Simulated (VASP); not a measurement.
# Si (C2/c) in VASP: single point with PBE

Aim: the single point of Si with PBE.

Program: VASP 6.6.1. These are calculated values, not measurements. Logs are shortened: lines on timing, memory, paths and dates and some standing lists are left out, and cuts for length are marked.

### 1 The cell of the first run

Symmetry: C2/c, No. 15, monoclinic system. Conventional cell: a = 3.851 Å, b = 6.671 Å, c = 6.371 Å, α = 90.00°, β = 92.58°, γ = 90.00°. Si (site symmetry 1) has 4 Si at 2.35 to 2.38 Å within 3.1 Å.

### 2 Single point, PBE (shear of c along a, cell held: +4.5 %, then relaxed in part)

The input, INCAR:

```
SYSTEM = Si
PREC = Accurate
ENCUT = 520
EDIFF = 1E-7
ISMEAR = 0
SIGMA = 0.02
LREAL = .False.
LASPH = .True.
NELM = 100
ALGO = Normal
ISIF = 2
LWAVE = .False.
LCHARG = .False.
GGA = PE
NBANDS = 16
```

The input, KPOINTS:

```
Automatic mesh
0
Gamma
  12 12 6
  0 0 0
```

The input, POSCAR:

```
Si
1.0
    3.8512806327      0.0000000000      0.0000000000
   -1.9256403163      3.3353068650      0.0000000000
    0.2864260226      0.0000000000      6.3650227251
Si
4
Direct
    0.3305694273      0.6668093938      0.0630737951
    0.6637600335      0.3331906062      0.5630737951
    0.3362399665      0.6668093938      0.4369262049
    0.6694305727      0.3331906062      0.9369262049
```

Potentials or basis: VASP PAW PBE potentials, release 64 (Si).

Run with:

```bash
cat potpaw_PBE.64/Si/POTCAR > POTCAR
mpirun -np 1 vasp_std > vasp.out
```

OUTCAR:

```text
SYSTEM = Si
   PREC = Accurate
   ENCUT = 520
   EDIFF = 1E-7
   ISMEAR = 0
   LREAL = .False.
   LASPH = .True.
   NELM = 100
   ISIF = 2
   GGA = PE

 ion  position               nearest neighbor table
   1  0.331  0.667  0.063-   4 2.35   4 2.36   4 2.38   3 2.38
   2  0.664  0.333  0.563-   3 2.35   3 2.36   3 2.38   4 2.38
   3  0.336  0.667  0.437-   2 2.35   2 2.36   2 2.38   1 2.38
   4  0.669  0.333  0.937-   1 2.35   1 2.36   1 2.38   2 2.38

  LATTYP: Found a base centered monoclinic cell.
 ALAT       =     3.8512806327
 B/A-ratio  =     1.7320508076
 C/A-ratio  =     1.6543754296
 COS(beta)  =    -0.0449545066

  Lattice vectors:

 A1 = (  -1.9256403163,   3.3353068650,   0.0000000000)
 A2 = (  -1.9256403164,  -3.3353068650,   0.0000000000)
 A3 = (   0.2864260226,   0.0000000000,   6.3650227251)

Analysis of symmetry for initial positions (statically):
=====================================================================
 Subroutine PRICEL returns:
 Original cell was already a primitive cell.

 Routine SETGRP: Setting up the symmetry group for a
 base centered monoclinic supercell.

 Subroutine GETGRP returns: Found  4 space group operations
 (whereof  2 operations were pure point group operations)
 out of a pool of  4 trial point group operations.

The static configuration has the point symmetry S_2 .
 The point group associated with its full space group is C_2h.

Analysis of symmetry for dynamics (positions and initial velocities):
=====================================================================
 Subroutine PRICEL returns:
 Original cell was already a primitive cell.

 Routine SETGRP: Setting up the symmetry group for a
 base centered monoclinic supercell.

 Subroutine GETGRP returns: Found  4 space group operations
 (whereof  2 operations were pure point group operations)
 out of a pool of  4 trial point group operations.

The dynamic configuration has the point symmetry S_2 .
 The point group associated with its full space group is C_2h.

 Subroutine INISYM returns: Found  4 space group operations
 (whereof  2 operations are pure point group operations),
 and found     1 'primitive' translations

----------------------------------------------------------------------------------------

                                     Primitive cell

  volume of cell :      81.7600

  direct lattice vectors                    reciprocal lattice vectors
     3.851280633  0.000000000  0.000000000     0.259653891  0.149911244 -0.011684425
    -1.925640316  3.335306865  0.000000000     0.000000000  0.299822487  0.000000000
     0.286426023  0.000000000  6.365022725     0.000000000  0.000000000  0.157108630

[... 93 lines left out ...]
   ISIF   =      2    stress and relaxation
   ISYM   =      2    0-nonsym 1-usesym 2-fastsym
   POTIM  = 0.5000    time-step for ionic-motion
   TEBEG  =    0.0;   TEEND  =   0.0 temperature during run
   PSTRESS=    0.0 pullay stress
   NELECT =      16.0000    total number of electrons
   NUPDOWN=      -1.0000    fix difference up-down
   EMIN   =  10.00;   EMAX   =-10.00  energy-range for DOS
   EFERMI =   0.00;   METHOD = LEGACY
   ISMEAR =     0;   SIGMA  =   0.02  broadening in eV -4-tet -1-fermi 0-gaus
   EFERMI_NEDOS =   21; number of points for ismear=-14 and -15
   IALGO  =     38    algorithm
   IMIX   =      4    mixing-type and parameters
     AMIX     =   0.40;   BMIX     =  1.00
     AMIX_MAG =   1.60;   BMIX_MAG =  1.00
  volume/ion in A,a.u.               =      20.44       137.94
  Fermi-wavevector in a.u.,A,eV,Ry     =   0.950461  1.796112 12.291190  0.903377
  Thomas-Fermi vector in A             =   2.078840
   LORBIT       =      0    0 simple, 1 ext, 2 COOP (PROOUT), +10 PAW based schemes
   GGA     = PE    functional components
   LHFCALC =     F    Hartree Fock is set to
   AEXX    =    0.0000 exact exchange contribution
   IVDW    =     0    specifies the selected vdW correction
   LEPSILON=     F    determine dielectric tensor
   LRPA    =     F    only Hartree local field effects (RPA)
 non-spin polarized calculation
 Gauss-broadening in eV      SIGMA  =   0.02
  energy-cutoff  :      520.00
  volume of cell :       81.76
 maximum number of plane-waves:      2221
 NGX is ok and might be reduce to    30
   NGX = 15   NGY = 15   NGZ = 23

 number of electron      16.0000001 magnetization

 Free energy of the ion-electron system (eV)
  ---------------------------------------------------
  ext. energy  EPLUGINS =         0.00000000
  ---------------------------------------------------
  free energy    TOTEN  =       -21.62991826 eV

  energy without entropy =      -21.62991826  energy(sigma->0) =      -21.62991826

 E-fermi :   6.0496     XC(G=0):  -9.3258

 val. band max:        5.9481221260   @ k =   0.0000   0.0000   0.0000
 cond. band min:       6.3194369387   @ k =   0.5000   0.0000  -0.0000
 fundamental gap:      0.3713148128
 Fermi energy:         6.0496491012

 k-point     1 :       0.0000    0.0000    0.0000
  band No.  band energies     occupation
      1      -6.2102      2.00000
      2      -3.9653      2.00000
      3      -1.2616      2.00000
      4       4.3749      2.00000
      5       4.3851      2.00000
      6       5.4502      2.00000
[... 433 lines left out ...]
      3      -1.4653      2.00000
      4      -0.1145      2.00000
      5       1.2542      2.00000
      6       2.0430      2.00000
[... 8 lines left out ...]
     15      12.2476      0.00000
     16      13.4085      0.00000

 [... further k-points ...]

------------------------ aborting loop because EDIFF is reached ----------------------------------------

  FORCE on cell =-STRESS in cart. coord.  units (eV):
  Direction    XX          YY          ZZ          XY          YZ          ZX
  --------------------------------------------------------------------------------------
  -------------------------------------------------------------------------------------
  Total       -0.1068523     -0.0235166     -0.0532991     -0.0000000      0.0000000     -1.1207850
  in kB       -2.0938880     -0.4608346     -1.0444539     -0.0000000      0.0000000    -21.9630152
  external PRESSURE =      -1.1997255 kB  Pullay stress =       0.0000000 kB

 VOLUME and BASIS-vectors are now :
 -----------------------------------------------------------------------------
  energy-cutoff  :      520.00
  volume of cell :       81.76
      direct lattice vectors                 reciprocal lattice vectors
     3.851280633  0.000000000  0.000000000     0.259653891  0.149911244 -0.011684425
    -1.925640316  3.335306865  0.000000000     0.000000000  0.299822487  0.000000000
     0.286426023  0.000000000  6.365022725     0.000000000  0.000000000  0.157108630

 POSITION                                       TOTAL-FORCE (eV/Angst)
 -----------------------------------------------------------------------------------
      0.00715      2.22401      0.40147         0.001014      0.000090     -0.000626
      2.07600      1.11129      3.58398         0.001014     -0.000090     -0.000626
      0.13607      2.22401      2.78105        -0.001014      0.000090      0.000626
      2.20492      1.11129      5.96356        -0.001014     -0.000090      0.000626
 -----------------------------------------------------------------------------------
    total drift:                               -0.000000      0.000000      0.000000

  FREE ENERGIE OF THE ION-ELECTRON SYSTEM (eV)
  ---------------------------------------------------
  free  energy   TOTEN  =       -21.6299182590 eV

  energy  without entropy=      -21.6299182590  energy(sigma->0) =      -21.62991826
```

Wall time 7.3 min (1 thread of Intel Xeon 8259CL, shared host); peak memory 0.35 GiB.

What came out:

- Free energy: -21.6299 eV
- Pressure: -0.1 GPa
- Band gap on the k mesh: 0.37 eV (least direct gap 0.92 eV)

Levels at points of the mesh, in eV from the valence-band top:
```csv
k point,band 5,band 6,band 7,band 8,band 9,band 10,band 11,band 12
"(0.00, 0.00, 0.00)",-1.56,-0.50,-0.09,0.00,0.92,1.89,1.94,2.27
"(0.50, 0.00, 0.00)",-4.64,-3.08,-2.99,-1.50,0.37,2.19,2.91,3.10
"(0.00, 0.50, 0.00)",-4.66,-3.07,-3.01,-1.50,0.38,2.08,2.96,3.23
"(0.00, 0.00, 0.50)",-1.05,-1.05,-0.94,-0.94,1.70,1.70,2.88,2.88
"(0.50, 0.00, 0.50)",-2.70,-2.48,-2.44,-2.30,0.76,0.88,1.45,1.85
"(0.00, 0.50, 0.50)",-2.55,-2.55,-2.40,-2.40,0.83,0.83,1.62,1.62
```

Caveat: the cell differs from its parent crystal (shear of c along a, cell held: +4.5 %, then relaxed in part). A k mesh can miss the band edges.
